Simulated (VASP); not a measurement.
Write the native input for VASP 6.6.1 that does the following.

```yaml
Task: single point
Functional: PBE
Potentials_or_basis: VASP PAW PBE potentials, release 64 (La, Cd, K_sv, O)
Cutoff: 520 eV
k_mesh: 3 × 3 × 3
Occupations: methfessel-paxton, width 0.0523 eV
Spin: no spin polarisation
Dipole_correction: no
Further_INCAR_settings: ALGO = Normal; EDIFF = 1e-07; NBANDS = 62
```

The structure of KLaCdO3 lies in POSCAR:

```
KLaCdO3
1.0
    6.1612410000     -0.3632230000     -1.3377250000
   -0.0704600000      6.1967680000     -0.5455090000
    0.0944430000      0.1790490000      5.9359060000
La Cd K O
2 2 2 6
Direct
    0.3591069479      0.0234199224      0.4219128673
    0.7357638988      0.6607036512      0.6778319181
    0.4764189420      0.4491758461      0.2233623639
    0.0301361135      0.4941926754      0.3319246270
    0.8185519933      0.9107912736      0.2128506250
    0.9586857877      0.1659812094      0.7413874460
    0.1370301889      0.7182715379      0.0504578910
    0.0842049779      0.7891007669      0.5565672156
    0.3151765870      0.0391011280      0.8633266122
    0.5669267947      0.2792109706      0.7086453599
    0.6612644345      0.2902954574      0.0161120729
    0.1962691423      0.5376994917      0.9643363710
```

One way to write it, as run:

INCAR

```
PREC = Accurate
ENCUT = 520
EDIFF = 1E-7
ISMEAR = 1
SIGMA = 0.0523
LREAL = False
LASPH = True
NELM = 60
ALGO = Normal
ISIF = 2
LWAVE = False
LCHARG = False
GGA = PE
NBANDS = 62
```

KPOINTS

```
Automatic mesh
0
Gamma
  3 3 3
```

Potentials or basis: VASP PAW PBE potentials, release 64 (La, Cd, K_sv, O).

Run with:

```bash
$ cat potpaw_PBE.64/La/POTCAR potpaw_PBE.64/Cd/POTCAR potpaw_PBE.64/K_sv/POTCAR potpaw_PBE.64/O/POTCAR > POTCAR
$ mpirun -np 1 vasp_std > vasp.out
```

Results of the run:

```
Pressure               : 2.8 GPa
Largest force          : 5.555 eV/Å
Band gap on the k mesh : zero (bands 50 and 51 overlap by 0.04 eV)
```

Caveat: the k points lie up to 0.36 Å⁻¹ apart; spin-orbit coupling is left out, which moves the levels of the heavy elements.

Wall time 5.7 min on 1 thread of Intel(R) Xeon(R) Platinum 8488C (Sapphire Rapids) (shared host), peak memory 0.42 GiB.
